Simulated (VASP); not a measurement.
# Sb (Fd-3m) in VASP: notebook

The runs below take Sb through single point, relaxation of cell and atoms, with PBE.

All numbers are computed with VASP 6.6.1; they aren't measurements. Logs are shortened: lines on timing, memory, paths and dates and some standing lists are left out, and cuts for length are marked.

### 1 The cell of the first run

It takes space group Fd-3m (No. 227, cubic). Conventional cell: a = 7.266 Å, b = 7.266 Å, c = 7.266 Å, α = 90.00°, β = 90.00°, γ = 90.00°. Within 4.1 Å of Sb (site symmetry -43m) lie 4 Sb at 3.15 Å.

### 2 Single point, PBE (volume scaled by 1.12)

File INCAR:

```
PREC = Accurate ; ENCUT = 520
EDIFF = 1E-6 ; ISMEAR = -1
SIGMA = 0.1 ; LREAL = False
LASPH = True ; NELM = 60
ALGO = Normal ; ISIF = 2
LWAVE = False ; LCHARG = False
GGA = PE ; NBANDS = 12
```

File KPOINTS:

```
Automatic mesh
0
Gamma
  9 9 9
```

File POSCAR:

```
Sb
1.0
    0.0000000000      3.6331618892      3.6331618892
    3.6331618892      0.0000000000      3.6331618892
    3.6331618892      3.6331618892      0.0000000000
Sb
2
Direct
    0.1250000000      0.1250000000      0.1250000000
    0.8750000000      0.8750000000      0.8750000000
```

Potentials or basis: VASP PAW PBE potentials, release 64 (Sb).

Command:

```sh
$ cat potpaw_PBE.64/Sb/POTCAR > POTCAR
$ mpirun -np 1 vasp_std > vasp.out
```

OUTCAR:

```text
PREC = Accurate
   ENCUT = 520
   EDIFF = 1E-6
   ISMEAR = -1
   LREAL = False
   LASPH = True
   NELM = 60
   ISIF = 2
   GGA = PE

 ion  position               nearest neighbor table
   1  0.125  0.125  0.125-   2 3.15   2 3.15   2 3.15   2 3.15
   2  0.875  0.875  0.875-   1 3.15   1 3.15   1 3.15   1 3.15

  LATTYP: Found a face centered cubic cell.
 ALAT       =     7.2663237784

  Lattice vectors:

 A1 = (   0.0000000000,   3.6331618892,   3.6331618892)
 A2 = (   3.6331618892,   0.0000000000,   3.6331618892)
 A3 = (   3.6331618892,   3.6331618892,   0.0000000000)

Analysis of symmetry for initial positions (statically):
=====================================================================
 Subroutine PRICEL returns:
 Original cell was already a primitive cell.

 Routine SETGRP: Setting up the symmetry group for a
 face centered cubic supercell.

 Subroutine GETGRP returns: Found 48 space group operations
 (whereof 12 operations were pure point group operations)
 out of a pool of 48 trial point group operations.

The static configuration has the point symmetry D_3d.
 The point group associated with its full space group is O_h .

Analysis of symmetry for dynamics (positions and initial velocities):
=====================================================================
 Subroutine PRICEL returns:
 Original cell was already a primitive cell.

 Routine SETGRP: Setting up the symmetry group for a
 face centered cubic supercell.

 Subroutine GETGRP returns: Found 48 space group operations
 (whereof 12 operations were pure point group operations)
 out of a pool of 48 trial point group operations.

The dynamic configuration has the point symmetry D_3d.
 The point group associated with its full space group is O_h .

 Subroutine INISYM returns: Found 48 space group operations
 (whereof 12 operations are pure point group operations),
 and found     1 'primitive' translations

----------------------------------------------------------------------------------------

                                     Primitive cell

  volume of cell :      95.9145

  direct lattice vectors                    reciprocal lattice vectors
     0.000000000  3.633161889  3.633161889    -0.137621173  0.137621173  0.137621173
     3.633161889  0.000000000  3.633161889     0.137621173 -0.137621173  0.137621173
     3.633161889  3.633161889  0.000000000     0.137621173  0.137621173 -0.137621173

  length of vectors
     5.138066818  5.138066818  5.138066818     0.238366863  0.238366863  0.238366863

  position of ions in fractional coordinates (direct lattice)
     0.125000000  0.125000000  0.125000000
     0.875000000  0.875000000  0.875000000

  ion indices of the primitive-cell ions
   primitive index   ion index
                 1           1
                 2           2

----------------------------------------------------------------------------------------

 KPOINTS: Automatic mesh

Automatic generation of k-mesh.
 Grid dimensions read from file:
 generate k-points for:    9    9    9

 Generating k-lattice:

  Cartesian coordinates                     Fractional coordinates (reciprocal lattice)
    -0.015291241  0.015291241  0.015291241     0.111111111  0.000000000  0.000000000
     0.015291241 -0.015291241  0.015291241     0.000000000  0.111111111  0.000000000
     0.015291241  0.015291241 -0.015291241     0.000000000  0.000000000  0.111111111

  Length of vectors
     0.026485207  0.026485207  0.026485207

  Shift w.r.t. Gamma in fractional coordinates (k-lattice)
     0.000000000  0.000000000  0.000000000

 Subroutine IBZKPT returns following result:
 ===========================================

 Found     35 irreducible k-points:

 Following reciprocal coordinates:
            Coordinates               Weight
  0.000000  0.000000  0.000000      1.000000
  0.111111  0.000000  0.000000      8.000000
  0.222222  0.000000  0.000000      8.000000
  0.333333  0.000000  0.000000      8.000000
  0.444444  0.000000  0.000000      8.000000
  0.111111  0.111111  0.000000      6.000000
[... 16 lines left out ...]
 -0.333333  0.333333  0.000000     12.000000
  0.444444  0.444444  0.000000      6.000000
 [... further k-points ...]
   k-points           NKPTS =     35   k-points in BZ     NKDIM =     35   number of bands    NBANDS=     12
   number of dos      NEDOS =    301   number of ions     NIONS =      2
   total plane-waves  NPLWV =  64000
   dimension x,y,z NGX =    40 NGY =   40 NGZ =   40
   dimension x,y,z NGXF=    80 NGYF=   80 NGZF=   80
   ions per type =               2
   NGX,Y,Z   is equivalent  to a cutoff of  12.94, 12.94, 12.94 a.u.
   NGXF,Y,Z  is equivalent  to a cutoff of  25.88, 25.88, 25.88 a.u.
 SYSTEM =  unknown system
   PREC   = accura    normal or accurate (medium, high low for compatibility)
   ISTART =      0    job   : 0-new  1-cont  2-samecut
   ICHARG =      2    charge: 1-file 2-atom 10-const
   ISPIN  =      1    spin polarized calculation?
   LNONCOLLINEAR =      F non collinear calculations
   LSORBIT =      F    spin-orbit coupling
   LASPH  =      T    aspherical Exc in radial PAW
   ENCUT  =  520.0 eV  38.22 Ry    6.18 a.u.   9.55  9.55  9.55*2*pi/ulx,y,z
   NELM   =     60;   NELMIN=  2; NELMDL= -5     # of ELM steps
   EDIFF  = 0.1E-05   stopping-criterion for ELM
   LREAL  =      F    real-space projection
   EDIFFG = 0.1E-04   stopping-criterion for IOM
   NSW    =      0    number of steps for IOM
   IBRION =     -1    ionic relax: 0-MD 1-quasi-New 2-CG
   NFREE  =      0    steps in history (QN), initial steepest desc. (CG)
   ISIF   =      2    stress and relaxation
   ISYM   =      2    0-nonsym 1-usesym 2-fastsym
   POTIM  = 0.5000    time-step for ionic-motion
   TEBEG  =    0.0;   TEEND  =   0.0 temperature during run
   PSTRESS=    0.0 pullay stress
   NELECT =      10.0000    total number of electrons
   NUPDOWN=      -1.0000    fix difference up-down
   EMIN   =  10.00;   EMAX   =-10.00  energy-range for DOS
   EFERMI =   0.00;   METHOD = LEGACY
   ISMEAR =    -1;   SIGMA  =   0.10  broadening in eV -4-tet -1-fermi 0-gaus
   EFERMI_NEDOS =   21; number of points for ismear=-14 and -15
   IALGO  =     38    algorithm
   IMIX   =      4    mixing-type and parameters
     AMIX     =   0.40;   BMIX     =  1.00
     AMIX_MAG =   1.60;   BMIX_MAG =  1.00
  volume/ion in A,a.u.               =      47.96       323.63
  Fermi-wavevector in a.u.,A,eV,Ry     =   0.770513  1.456059  8.077651  0.593691
  Thomas-Fermi vector in A             =   1.871733
   LORBIT       =      0    0 simple, 1 ext, 2 COOP (PROOUT), +10 PAW based schemes
   GGA     = PE    functional components
   LHFCALC =     F    Hartree Fock is set to
   AEXX    =    0.0000 exact exchange contribution
   IVDW    =     0    specifies the selected vdW correction
   LEPSILON=     F    determine dielectric tensor
   LRPA    =     F    only Hartree local field effects (RPA)
 non-spin polarized calculation
  energy-cutoff  :      520.00
  volume of cell :       95.91
 maximum number of plane-waves:      2637
 NGX is ok and might be reduce to    40
   NGX = 19   NGY = 19   NGZ = 19

 number of electron      10.0000000 magnetization

 Free energy of the ion-electron system (eV)
  ---------------------------------------------------
  ext. energy  EPLUGINS =         0.00000000
  ---------------------------------------------------
  free energy    TOTEN  =        -7.57490563 eV

  energy without entropy =       -7.53246360  energy(sigma->0) =       -7.55368461

 E-fermi :   2.8718     XC(G=0):  -7.3910

 val. band max:        2.8202423568   @ k =  -0.4444   0.4444   0.1111
 cond. band min:       2.8767629099   @ k =   0.2222   0.2222   0.0000
 fundamental gap:      0.0565205531
 Fermi energy:         2.8717670276

 k-point     1 :       0.0000    0.0000    0.0000
  band No.  band energies     occupation
      1      -7.9238      2.00000
      2      -2.9799      2.00000
      3       1.3244      2.00000
      4       1.3244      2.00000
      5       1.3244      2.00000
      6       3.4668      0.00519
      7       3.4668      0.00519
      8       3.4668      0.00519
      9       6.8630      0.00000
     10       9.1854      0.00000
     11       9.1854      0.00000
     12      10.3943      0.00000

 k-point     2 :       0.1111    0.0000    0.0000
  band No.  band energies     occupation
      1      -7.8516      2.00000
      2      -3.2176      2.00000
      3       1.2161      2.00000
      4       1.2161      2.00000
      5       1.2943      2.00000
      6       3.6272      0.00105
      7       3.6272      0.00105
      8       3.6427      0.00090
      9       7.2250      0.00000
     10       8.8819      0.00000
     11       8.8819      0.00000
     12      10.1161      0.00000

 k-point     3 :       0.2222    0.0000    0.0000
  band No.  band energies     occupation
      1      -7.6451      2.00000
      2      -3.7897      2.00000
      3       0.9929      2.00000
      4       0.9929      2.00000
      5       1.1446      2.00000
      6       3.9658      0.00004
      7       3.9658      0.00004
      8       4.2530      0.00000
      9       7.9487      0.00000
     10       8.6482      0.00000
     11       8.6482      0.00000
     12       9.8892      0.00000
[... 286 lines left out ...]
 k-point    23 :      -0.3333    0.3333    0.0000
  band No.  band energies     occupation
      1      -6.5802      2.00000
      2      -5.5401      2.00000
      3      -0.5029      2.00000
      4       0.2915      2.00000
      5       2.3816      1.98525
      6       4.3330      0.00000
      7       5.4065      0.00000
      8       5.4704      0.00000
      9       7.5361      0.00000
     10       8.9404      0.00000
     11       9.9222      0.00000
     12      11.7186      0.00000

 k-point    24 :       0.4444    0.4444    0.0000
  band No.  band energies     occupation
      1      -6.4507      2.00000
      2      -5.6987      2.00000
      3      -0.0253      2.00000
      4      -0.0253      2.00000
      5       2.5263      1.93874
      6       2.5743      1.90281
      7       6.3856      0.00000
      8       6.3856      0.00000
      9       8.1391      0.00000
     10       9.2195      0.00000
     11      11.0308      0.00000
     12      11.0309      0.00000

 [... further k-points ...]

------------------------ aborting loop because EDIFF is reached ----------------------------------------

  FORCE on cell =-STRESS in cart. coord.  units (eV):
  Direction    XX          YY          ZZ          XY          YZ          ZX
  --------------------------------------------------------------------------------------
  -------------------------------------------------------------------------------------
  Total       -1.7117726     -1.7117726     -1.7117726     -0.0000000      0.0000000      0.0000000
  in kB      -28.5938344    -28.5938344    -28.5938344     -0.0000000      0.0000000      0.0000000
  external PRESSURE =     -28.5938344 kB  Pullay stress =       0.0000000 kB

 VOLUME and BASIS-vectors are now :
 -----------------------------------------------------------------------------
  energy-cutoff  :      520.00
  volume of cell :       95.91
      direct lattice vectors                 reciprocal lattice vectors
     0.000000000  3.633161889  3.633161889    -0.137621173  0.137621173  0.137621173
     3.633161889  0.000000000  3.633161889     0.137621173 -0.137621173  0.137621173
     3.633161889  3.633161889  0.000000000     0.137621173  0.137621173 -0.137621173

 POSITION                                       TOTAL-FORCE (eV/Angst)
 -----------------------------------------------------------------------------------
      0.90829      0.90829      0.90829         0.000000     -0.000000     -0.000000
      6.35803      6.35803      6.35803        -0.000000      0.000000      0.000000
 -----------------------------------------------------------------------------------
    total drift:                                0.000000      0.000000     -0.000000

  FREE ENERGIE OF THE ION-ELECTRON SYSTEM (eV)
  ---------------------------------------------------
  free  energy   TOTEN  =        -7.5749056261 eV

  energy  without entropy=       -7.5324635975  energy(sigma->0) =       -7.55368461
```

It took 50 s on 1 thread of AMD EPYC 7R13 (Zen 3), shared host; peak memory 0.21 GiB.

What came out:

```
Free energy            : -7.5749 eV
Pressure               : -2.9 GPa
Band gap on the k mesh : zero (band 5 reaches 3.13 eV, above the bottom of band 6 at 2.57 eV)
```

Caveat: the cell differs from its parent crystal (volume scaled by 1.12); spin-orbit coupling is left out, which moves the levels of the heavy elements.

### 3 Relaxation of cell and atoms, PBE

This run uses another cell than the first one, of 36.70 Å³/atom, 0.765 times its volume.

File INCAR:

```
PREC = Accurate ; ENCUT = 600
EDIFF = 1E-7 ; ISMEAR = -1
SIGMA = 0.1 ; LREAL = False
LASPH = True ; NELM = 100
ALGO = Normal ; ISIF = 3
LWAVE = False ; LCHARG = False
GGA = PE ; IBRION = 2
NSW = 80 ; EDIFFG = -0.01
```

File KPOINTS:

```
Automatic mesh
0
Gamma
  8 8 8
```

File POSCAR:

```
Sb
1.0
    0.0000000000      3.3230904857      3.3230904857
    3.3230904857      0.0000000000      3.3230904857
    3.3230904857      3.3230904857      0.0000000000
Sb
2
Direct
    0.1250000000      0.1250000000      0.1250000000
    0.8750000000      0.8750000000      0.8750000000
```

Potentials or basis: VASP PAW PBE potentials, release 64 (Sb).

Command:

```sh
$ cat potpaw_PBE.64/Sb/POTCAR > POTCAR
$ mpirun -np 1 vasp_std > vasp.out
```

It used 57 s of CPU time on 1 thread of AMD EPYC 7R13 Processor (Zen 3) (shared host).

It converged, with:

```
Free energy                            : -7.6702 eV
Relaxed volume                         : 42.79 Å³/atom
Relaxed cell                           : a = 4.947 Å, b = 4.947 Å, c = 4.947 Å, α = 60.00°, β = 60.00°, γ = 60.00°
Space group after relaxing (to 0.05 Å) : Fd-3m (No. 227)
Energy gained by relaxing              : 111.6 meV/atom
Ionic steps                            : 3
Pressure after relaxing                : 0.0 GPa
Band gap on the k mesh                 : zero (band 5 reaches 4.61 eV, above the bottom of band 6 at 3.40 eV)
```

Step by step:
| step | energy change (eV) | largest force (eV/Å) | pressure (GPa) | volume (Å³) |
| --- | --- | --- | --- | --- |
| 1 | 0.0000 | 0.0000 | 6.63 | 73.39 |
| 2 | -0.1967 | 0.0000 | -1.60 | 90.73 |
| 3 | -0.2233 | 0.0000 | 0.04 | 85.59 |

Final structure:
```yaml
crystal:
  lattice:
    - [0.00000, 3.49778, 3.49778]
    - [3.49778, 0.00000, 3.49778]
    - [3.49778, 3.49778, 0.00000]
  atoms:
    - { symbol: Sb, position: [0.12500, 0.12500, 0.12500] }
    - { symbol: Sb, position: [0.87500, 0.87500, 0.87500] }
```

Levels at points of the mesh, in eV from the Fermi level:
| k point | band 2 | band 3 | band 4 | band 5 | band 6 | band 7 | band 8 | band 9 |
| --- | --- | --- | --- | --- | --- | --- | --- | --- |
| (0.00, 0.00, 0.00) | -5.41 | -1.77 | -1.77 | -1.77 | 0.51 | 0.51 | 0.51 | 3.94 |
| (0.50, 0.00, 0.00) | -8.04 | -2.53 | -2.53 | -2.23 | 1.55 | 1.55 | 3.92 | 5.59 |
| (0.50, 0.50, 0.00) | -9.29 | -3.36 | -3.36 | -0.46 | -0.46 | 4.10 | 4.10 | 6.10 |

Caveat: the volume moved by over 15 % at a fixed basis, so the end points are rough; spin-orbit coupling is left out, which moves the levels of the heavy elements.

### 4 Single point, PBE

This run uses another cell than the first one, of 42.82 Å³/atom, 0.893 times its volume.

File INCAR:

```
  PREC = Accurate
  ENCUT = 520
  EDIFF = 1E-7
  ISMEAR = -1
  SIGMA = 0.1
  LREAL = False
  LASPH = True
  NELM = 80
  ALGO = Normal
  ISIF = 2
  LWAVE = False
  LCHARG = False
  GGA = PE
  NBANDS = 12
```

File KPOINTS:

```
Automatic mesh
0
Gamma
  13 13 13
```

File POSCAR:

```
Sb
1.0
    0.0000000000      3.4984747387      3.4984747387
    3.4984747387      0.0000000000      3.4984747387
    3.4984747387      3.4984747387      0.0000000000
Sb
2
Direct
    0.1250000000      0.1250000000      0.1250000000
    0.8750000000      0.8750000000      0.8750000000
```

Command:

```sh
$ cat potpaw_PBE.64/Sb/POTCAR > POTCAR
$ mpirun -np 1 vasp_std > vasp.out
```

Run time: 100 s. Hardware: 1 thread of AMD EPYC 7R13 (Zen 3), shared host; peak memory 0.24 GiB.

Results (log left out):

```yaml
Free_energy: -7.6832 eV
Pressure: -0.1 GPa
Band_gap_on_the_k_mesh: zero (band 5 reaches 4.35 eV, above the bottom of band 6 at 3.45 eV)
```

Levels at points of the mesh, in eV from the Fermi level:
```
           k point  band 3  band 4  band 5  band 6  band 7  band 8
(0.00, 0.00, 0.00)   -1.76   -1.76   -1.76    0.52    0.52    0.52
```

Caveat: spin-orbit coupling is left out, which moves the levels of the heavy elements.

### 5 Single point, PBE, non-collinear spin, zero start, spin-orbit coupling

This run uses another cell than the first one, of 42.82 Å³/atom, 0.893 times its volume.

File INCAR:

```
PREC = Accurate
ENCUT = 520
EDIFF = 1E-6
ISMEAR = -1
SIGMA = 0.1
LREAL = F
LASPH = T
NELM = 150
ALGO = Normal
ISIF = 2
LWAVE = F
LCHARG = F
MAGMOM = 0 0 0 0 0 0
LORBIT = 11
LSORBIT = T
GGA_COMPAT = F
LORBMOM = T
GGA = PE
NBANDS = 22
```

File KPOINTS:

```
regular mesh
0
Gamma
  8 8 8
```

POSCAR is that of step 4.

Command:

```sh
$ cat potpaw_PBE.64/Sb/POTCAR > POTCAR
$ mpirun -np 1 vasp_ncl > vasp.out
```

Wall time 2.6 min (1 thread of AMD EPYC 7R13 (Zen 3), shared host); peak memory 0.47 GiB.

The run converged. Its results:

```yaml
Free_energy: -7.8239 eV
Pressure: 0.1 GPa
Net_moment: 0.00 μB per cell
Valence_electrons_inside_the_program's_atomic_spheres: Sb 2.37
```

Moments on the atoms (μB; x, y, z):
```
Sb  0.00 0.00 0.00
Sb  0.00 0.00 0.00
```

[end of part 1 of 2]
